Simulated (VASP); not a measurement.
# SrVO3 (Pm-3m) in VASP: notebook, part 2 of 2

VASP 6.6.1. Earlier steps stand in the parts before.

## 6. Single point, PBE+U, collinear spin, ferromagnetic start

File INCAR:

```
SYSTEM = SrVO3
  ALGO = Normal
  EDIFF = 1E-6
  ENCUT = 910
  GGA = PE
  GGA_COMPAT = .FALSE.
  ISIF = 2
  ISMEAR = -1
  ISPIN = 2
  LASPH = .TRUE.
  LCHARG = .FALSE.
  LDAU = .TRUE.
  LDAUJ = 0 0 0
  LDAUL = -1 2 -1
  LDAUPRINT = 1
  LDAUTYPE = 2
  LDAUU = 0 6.2 0
  LMAXMIX = 4
  LORBIT = 11
  LREAL = .FALSE.
  LWAVE = .FALSE.
  MAGMOM = 0 1.42 0 0 0
  NBANDS = 32
  NELM = 200
  NUPDOWN = 1.42
  PREC = Accurate
  SIGMA = 0.1
```

File KPOINTS:

```
k-points
0
G
  5 5 5
  0 0 0
```

File POSCAR:

```
SrVO3
1.0
    3.8425000000      0.0000000000      0.0000000000
    0.0000000000      3.8425000000      0.0000000000
    0.0000000000      0.0000000000      3.8425000000
Sr V O
1 1 3
Direct
    0.0000000000      0.0000000000      0.0000000000
    0.5000000000      0.5000000000      0.5000000000
    0.5000000000      0.0000000000      0.5000000000
    0.0000000000      0.5000000000      0.5000000000
    0.5000000000      0.5000000000      0.0000000000
```

Potentials or basis: VASP PAW PBE potentials, release 64 (Sr_sv, V_sv, O_h).

Command:

```
$ cat potpaw_PBE.64/Sr_sv/POTCAR potpaw_PBE.64/V_sv/POTCAR potpaw_PBE.64/O_h/POTCAR > POTCAR
$ mpirun -np 1 vasp_std > vasp.out
```

OUTCAR:

```text
SYSTEM = SrVO3
   EDIFF = 1E-6
   ENCUT = 910
   GGA = PE
   ISIF = 2
   ISMEAR = -1
   ISPIN = 2
   LASPH = .TRUE.
   LORBIT = 11
   LREAL = .FALSE.
   NELM = 200
   NUPDOWN = 1.42
   PREC = Accurate

 ion  position               nearest neighbor table
   1  0.000  0.000  0.000-   3 2.72   4 2.72   5 2.72   3 2.72   4 2.72   4 2.72   5 2.72   4 2.72
                             3 2.72   5 2.72   3 2.72   5 2.72   2 3.33   2 3.33   2 3.33   2 3.33
   2  0.500  0.500  0.500-   3 1.92   4 1.92   5 1.92   5 1.92   3 1.92   4 1.92   1 3.33   1 3.33
                             1 3.33   1 3.33   1 3.33   1 3.33   1 3.33   1 3.33
   3  0.500  0.000  0.500-   2 1.92   2 1.92   1 2.72   1 2.72   1 2.72   1 2.72
   4  0.000  0.500  0.500-   2 1.92   2 1.92   1 2.72   1 2.72   1 2.72   1 2.72
   5  0.500  0.500  0.000-   2 1.92   2 1.92   1 2.72   1 2.72   1 2.72   1 2.72

  LATTYP: Found a simple cubic cell.
 ALAT       =     3.8425000000

  Lattice vectors:

 A1 = (   3.8425000000,   0.0000000000,   0.0000000000)
 A2 = (   0.0000000000,   3.8425000000,   0.0000000000)
 A3 = (   0.0000000000,   0.0000000000,   3.8425000000)

Analysis of symmetry for initial positions (statically):
=====================================================================
 Subroutine PRICEL returns:
 Original cell was already a primitive cell.

 Routine SETGRP: Setting up the symmetry group for a
 simple cubic supercell.

 Subroutine GETGRP returns: Found 48 space group operations
 (whereof 48 operations were pure point group operations)
 out of a pool of 48 trial point group operations.

The static configuration has the point symmetry O_h .

Analysis of symmetry for dynamics (positions and initial velocities):
=====================================================================
 Subroutine PRICEL returns:
 Original cell was already a primitive cell.

 Routine SETGRP: Setting up the symmetry group for a
 simple cubic supercell.

 Subroutine GETGRP returns: Found 48 space group operations
 (whereof 48 operations were pure point group operations)
[... 196 lines left out ...]
 fundamental gap:     -1.4354552211
 Fermi energy:         6.4644075404

 spin component 1

 k-point     1 :       0.0000    0.0000    0.0000
  band No.  band energies     occupation
      1     -60.1481      1.00000
      2     -33.9662      1.00000
      3     -33.9662      1.00000
      4     -33.9662      1.00000
      5     -27.7820      1.00000
      6     -13.0031      1.00000
[... 339 lines left out ...]
     31      15.9082      0.00000
     32      19.2425      0.00000
 Fermi energy:         4.5681350186

 spin component 2

 k-point     1 :       0.0000    0.0000    0.0000
  band No.  band energies     occupation
      1     -58.7131      1.00000
      2     -32.5502      1.00000
      3     -32.5502      1.00000
      4     -32.5502      1.00000
      5     -27.7861      1.00000
      6     -12.9749      1.00000
[... 339 lines left out ...]
     31      15.9721      0.00000
     32      19.2929      0.00000

------------------------ aborting loop because EDIFF is reached ----------------------------------------

  FORCE on cell =-STRESS in cart. coord.  units (eV):
  Direction    XX          YY          ZZ          XY          YZ          ZX
  --------------------------------------------------------------------------------------
  -------------------------------------------------------------------------------------
  Total        4.9022705      4.9022705      4.9022705      0.0000000      0.0000000      0.0000000
  in kB      138.4414765    138.4414765    138.4414765      0.0000000      0.0000000      0.0000000
  external PRESSURE =     138.4414765 kB  Pullay stress =       0.0000000 kB

 VOLUME and BASIS-vectors are now :
 -----------------------------------------------------------------------------
  energy-cutoff  :      910.00
  volume of cell :       56.73
      direct lattice vectors                 reciprocal lattice vectors
     3.842500000  0.000000000  0.000000000     0.260247235  0.000000000  0.000000000
     0.000000000  3.842500000  0.000000000     0.000000000  0.260247235  0.000000000
     0.000000000  0.000000000  3.842500000     0.000000000  0.000000000  0.260247235

 POSITION                                       TOTAL-FORCE (eV/Angst)
 -----------------------------------------------------------------------------------
      0.00000      0.00000      0.00000         0.000000      0.000000      0.000000
      1.92125      1.92125      1.92125         0.000000      0.000000      0.000000
      1.92125      0.00000      1.92125         0.000000      0.000000      0.000000
      0.00000      1.92125      1.92125         0.000000      0.000000      0.000000
      1.92125      1.92125      0.00000         0.000000      0.000000      0.000000
 -----------------------------------------------------------------------------------
    total drift:                                0.000000      0.000000     -0.000000

  FREE ENERGIE OF THE ION-ELECTRON SYSTEM (eV)
  ---------------------------------------------------
  free  energy   TOTEN  =       -33.0917746547 eV

  energy  without entropy=      -33.0085544759  energy(sigma->0) =      -33.05016457

 total charge

# of ion       s       p       d       tot
------------------------------------------
    1        2.001   5.806   0.221   8.027
    2        2.294   6.362   2.835  11.491
    3        1.041   2.347   0.000   3.388
    4        1.041   2.347   0.000   3.388
    5        1.041   2.347   0.000   3.388
--------------------------------------------------
tot          7.417  19.208   3.056  29.682

 magnetization (x)

# of ion       s       p       d       tot
------------------------------------------
    1       -0.001  -0.003   0.000  -0.004
    2        0.011   0.013   1.363   1.387
    3       -0.001  -0.010   0.000  -0.011
    4       -0.001  -0.010   0.000  -0.011
    5       -0.001  -0.010   0.000  -0.011
--------------------------------------------------
tot          0.005  -0.019   1.363   1.350
```

OSZICAR:

```text
N       E                     dE             d eps       ncg     rms          rms(c)
DAV:   1     0.572335209765E+03    0.57234E+03   -0.31326E+04  1280   0.205E+03
DAV:   2     0.192617924043E+02   -0.55307E+03   -0.51996E+03  1464   0.502E+02
DAV:   3    -0.409234354012E+02   -0.60185E+02   -0.58756E+02  1576   0.154E+02
DAV:   4    -0.427646883994E+02   -0.18413E+01   -0.18309E+01  1712   0.262E+01
DAV:   5    -0.428160479163E+02   -0.51360E-01   -0.51344E-01  1688   0.396E+00    0.373E+01
DAV:   6    -0.336082222572E+02    0.92078E+01   -0.41537E+01  1528   0.556E+01    0.160E+01
DAV:   7    -0.332233084509E+02    0.38491E+00   -0.82599E+00  1408   0.255E+01    0.143E+01
DAV:   8    -0.330732217834E+02    0.15009E+00   -0.80830E-01  1576   0.784E+00    0.449E+00
DAV:   9    -0.331118808714E+02   -0.38659E-01   -0.10141E-01  1696   0.248E+00    0.196E+00
DAV:  10    -0.330932632900E+02    0.18618E-01   -0.48932E-02  1472   0.209E+00    0.612E-01
DAV:  11    -0.330920227738E+02    0.12405E-02   -0.10438E-02  1600   0.942E-01    0.349E-01
DAV:  12    -0.330917480532E+02    0.27472E-03   -0.17045E-03  1568   0.342E-01    0.125E-01
DAV:  13    -0.330917854120E+02   -0.37359E-04   -0.15069E-04  1496   0.796E-02    0.723E-02
DAV:  14    -0.330917785966E+02    0.68155E-05   -0.43707E-05  1688   0.510E-02    0.299E-02
DAV:  15    -0.330917736682E+02    0.49284E-05   -0.18731E-05  1560   0.423E-02    0.676E-03
DAV:  16    -0.330917747943E+02   -0.11261E-05   -0.33644E-06  1264   0.111E-02    0.545E-03
DAV:  17    -0.330917746547E+02    0.13958E-06   -0.71403E-07   960   0.763E-03
   1 F= -.33091775E+02 E0= -.33050165E+02  d E =-.832202E-01  mag=     1.4200
```

Run time: 1.9 min. Hardware: 1 thread of AMD EPYC 7R43 (Zen 3), shared host; peak memory 0.29 GiB.

What came out:

- Free energy: -33.0918 eV
- Pressure: 13.8 GPa
- Net moment: 1.42 μB per cell
- Site moments: Sr -0.00; V +1.39; O -0.01 μB
- Valence electrons inside the program's atomic spheres: Sr 8.03; V 11.49; O 3.39

Eigenvalues of the final occupation matrices:
| site | spin | trace | eigenvalues |
| --- | --- | --- | --- |
| site 2 d | 1 | 2.12 | 0.29 0.29 0.51 0.51 0.51 |
| site 2 d | 2 | 0.75 | 0.08 0.08 0.08 0.26 0.26 |

Caveat: the cutoff is under 1.25 times the usual one of these potentials, so pressure, stress and relaxed cells hold a basis-set (Pulay) error; the cell stands under pressure; the total moment is fixed, so each spin has its own Fermi level. The state reached can hang on the start; a lower one may exist.

## 7. Single point, PBE+U, collinear spin, ferromagnetic start

File INCAR:

```
  PREC = Accurate
  ENCUT = 910
  EDIFF = 1E-6
  ISMEAR = -1
  SIGMA = 0.1
  LREAL = F
  LASPH = T
  NELM = 200
  ALGO = Normal
  ISIF = 2
  LWAVE = F
  LCHARG = F
  ISPIN = 2
  MAGMOM = 0 0.2 0 0 0
  LORBIT = 11
  LMAXMIX = 4
  LDAU = T
  LDAUTYPE = 2
  LDAUL = -1 2 -1
  LDAUU = 0 6.2 0
  LDAUJ = 0 0 0
  LDAUPRINT = 1
  GGA = PE
  NBANDS = 32
  GGA_COMPAT = F
```

File KPOINTS:

```
regular mesh
0
Gamma
  5 5 5
```

POSCAR is that of step 6.

Potentials or basis: VASP PAW PBE potentials, release 64 (Sr_sv, V_sv, O_h).

Command:

```
$ cat potpaw_PBE.64/Sr_sv/POTCAR potpaw_PBE.64/V_sv/POTCAR potpaw_PBE.64/O_h/POTCAR > POTCAR
$ mpirun -np 1 vasp_std > vasp.out
```

OUTCAR:

```text
PREC = Accurate
   ENCUT = 910
   EDIFF = 1E-6
   ISMEAR = -1
   LREAL = F
   LASPH = T
   NELM = 200
   ISIF = 2
   ISPIN = 2
   LORBIT = 11
   GGA = PE

 ion  position               nearest neighbor table
   1  0.000  0.000  0.000-   3 2.72   4 2.72   5 2.72   3 2.72   4 2.72   4 2.72   5 2.72   4 2.72
                             3 2.72   5 2.72   3 2.72   5 2.72   2 3.33   2 3.33   2 3.33   2 3.33
   2  0.500  0.500  0.500-   3 1.92   4 1.92   5 1.92   5 1.92   3 1.92   4 1.92   1 3.33   1 3.33
                             1 3.33   1 3.33   1 3.33   1 3.33   1 3.33   1 3.33
   3  0.500  0.000  0.500-   2 1.92   2 1.92   1 2.72   1 2.72   1 2.72   1 2.72
   4  0.000  0.500  0.500-   2 1.92   2 1.92   1 2.72   1 2.72   1 2.72   1 2.72
   5  0.500  0.500  0.000-   2 1.92   2 1.92   1 2.72   1 2.72   1 2.72   1 2.72

  LATTYP: Found a simple cubic cell.
 ALAT       =     3.8425000000

  Lattice vectors:

 A1 = (   3.8425000000,   0.0000000000,   0.0000000000)
 A2 = (   0.0000000000,   3.8425000000,   0.0000000000)
 A3 = (   0.0000000000,   0.0000000000,   3.8425000000)

Analysis of symmetry for initial positions (statically):
=====================================================================
 Subroutine PRICEL returns:
 Original cell was already a primitive cell.

 Routine SETGRP: Setting up the symmetry group for a
 simple cubic supercell.

 Subroutine GETGRP returns: Found 48 space group operations
 (whereof 48 operations were pure point group operations)
 out of a pool of 48 trial point group operations.

The static configuration has the point symmetry O_h .

Analysis of symmetry for dynamics (positions and initial velocities):
=====================================================================
 Subroutine PRICEL returns:
 Original cell was already a primitive cell.

 Routine SETGRP: Setting up the symmetry group for a
 simple cubic supercell.

 Subroutine GETGRP returns: Found 48 space group operations
 (whereof 48 operations were pure point group operations)
 out of a pool of 48 trial point group operations.

[... 194 lines left out ...]
 fundamental gap:      0.5432829635
 Fermi energy:         6.1846612646

 spin component 1

 k-point     1 :       0.0000    0.0000    0.0000
  band No.  band energies     occupation
      1     -60.5441      1.00000
      2     -34.3402      1.00000
      3     -34.3402      1.00000
      4     -34.3401      1.00000
      5     -27.7423      1.00000
      6     -12.9109      1.00000
[... 339 lines left out ...]
     31      15.9549      0.00000
     32      19.3102      0.00000
 Fermi energy:         6.1846612646

 spin component 2

 k-point     1 :       0.0000    0.0000    0.0000
  band No.  band energies     occupation
      1     -59.2482      1.00000
      2     -33.0600      1.00000
      3     -33.0600      1.00000
      4     -33.0600      1.00000
      5     -27.7459      1.00000
      6     -13.0102      1.00000
[... 339 lines left out ...]
     31      15.9901      0.00000
     32      19.3061      0.00000

------------------------ aborting loop because EDIFF is reached ----------------------------------------

  FORCE on cell =-STRESS in cart. coord.  units (eV):
  Direction    XX          YY          ZZ          XY          YZ          ZX
  --------------------------------------------------------------------------------------
  -------------------------------------------------------------------------------------
  Total        3.8995820      3.8995820      3.8995820     -0.0000000      0.0000000      0.0000000
  in kB      110.1252775    110.1252775    110.1252775     -0.0000000      0.0000000      0.0000000
  external PRESSURE =     110.1252775 kB  Pullay stress =       0.0000000 kB

 VOLUME and BASIS-vectors are now :
 -----------------------------------------------------------------------------
  energy-cutoff  :      910.00
  volume of cell :       56.73
      direct lattice vectors                 reciprocal lattice vectors
     3.842500000  0.000000000  0.000000000     0.260247235  0.000000000  0.000000000
     0.000000000  3.842500000  0.000000000     0.000000000  0.260247235  0.000000000
     0.000000000  0.000000000  3.842500000     0.000000000  0.000000000  0.260247235

 POSITION                                       TOTAL-FORCE (eV/Angst)
 -----------------------------------------------------------------------------------
      0.00000      0.00000      0.00000         0.000000      0.000000      0.000000
      1.92125      1.92125      1.92125         0.000000      0.000000      0.000000
      1.92125      0.00000      1.92125         0.000000      0.000000      0.000000
      0.00000      1.92125      1.92125         0.000000      0.000000      0.000000
      1.92125      1.92125      0.00000         0.000000      0.000000      0.000000
 -----------------------------------------------------------------------------------
    total drift:                                0.000000      0.000000     -0.000000

  FREE ENERGIE OF THE ION-ELECTRON SYSTEM (eV)
  ---------------------------------------------------
  free  energy   TOTEN  =       -33.4377336126 eV

  energy  without entropy=      -33.4079806525  energy(sigma->0) =      -33.42285713

 total charge

# of ion       s       p       d       tot
------------------------------------------
    1        2.001   5.805   0.221   8.026
    2        2.297   6.366   2.790  11.453
    3        1.039   2.350   0.000   3.390
    4        1.039   2.350   0.000   3.390
    5        1.039   2.350   0.000   3.390
--------------------------------------------------
tot          7.415  19.222   3.010  29.648

 magnetization (x)

# of ion       s       p       d       tot
------------------------------------------
    1       -0.001  -0.003   0.001  -0.003
    2        0.010   0.013   1.227   1.251
    3       -0.003  -0.064   0.000  -0.067
    4       -0.003  -0.064   0.000  -0.067
    5       -0.003  -0.064   0.000  -0.067
--------------------------------------------------
tot          0.002  -0.183   1.228   1.047
```

stdout:

```text
POSCAR found type information on POSCAR SrV O
 POSCAR found :  3 types and       5 ions
 scaLAPACK will be used
 LDA part: xc-table for (Slater+PW92), standard interpolation
 POSCAR, INCAR and KPOINTS ok, starting setup
 FFT: planning ... GRIDC
 FFT: planning ... GRID_SOFT
 FFT: planning ... GRID
 WAVECAR not read
 entering main loop
```

Wall time 53 s (1 thread of AMD EPYC 9R45 (Zen 5), shared host); peak memory 0.29 GiB.

What came out:

```
Free energy                                           : -33.4377 eV
Pressure                                              : 11.0 GPa
Band gap on the k mesh                                : zero (filled and empty bands overlap)
Net moment                                            : 1.00 μB per cell
Site moments                                          : Sr -0.00; V +1.25; O -0.07 μB
Valence electrons inside the program's atomic spheres : Sr 8.03; V 11.45; O 3.39
```

Levels at points of the mesh, in eV from the Fermi level:
Spin up:
```csv
k point,band 19,band 20,band 21,band 22,band 23,band 24
"(0.00, 0.00, 0.00)",-1.70,-1.70,-1.55,-1.55,-1.55,1.96
```
Spin down:
```csv
k point,band 17,band 18,band 19,band 20,band 21,band 22,band 23,band 24
"(0.00, 0.00, 0.00)",-2.67,-1.85,-1.85,-1.85,1.88,1.88,1.88,2.83
```

Eigenvalues of the final occupation matrices:
| site | spin | trace | eigenvalues |
| --- | --- | --- | --- |
| site 2 d | 1 | 2.03 | 0.30 0.30 0.47 0.47 0.47 |
| site 2 d | 2 | 0.80 | 0.08 0.08 0.08 0.27 0.27 |

Caveat: the cutoff is under 1.25 times the usual one of these potentials, so pressure, stress and relaxed cells hold a basis-set (Pulay) error; the cell stands under pressure.

## 8. Overview

```csv
spin,fixed moment (μB),pressure (GPa),moment (μB)
"collinear, ferromagnetic start",1.9,17.5,1.90
"collinear, ferromagnetic start",0.24,8.7,0.24
"collinear, zero start",0.0,8.5,0.00
"collinear, ferromagnetic start",-,11.0,1.00
"collinear, ferromagnetic start",1.42,13.8,1.42
```

Alike in all rows: task single point; level PBE+U; potentials or basis VASP PAW PBE potentials, release 64 (Sr_sv, V_sv, O_h); V d U = 6.2 eV; cell as given; k mesh 5 × 5 × 5; cutoff (eV) 910; smearing fermi-dirac 0.1 eV.

Caveats: the cutoff is under 1.25 times the usual one of these potentials, so pressure, stress and relaxed cells hold a basis-set (Pulay) error; the cell stands under pressure; the total moment is fixed, so each spin has its own Fermi level (at least some runs).

Total energies depend on the potentials used, so only differences within one code and one set of settings carry meaning.
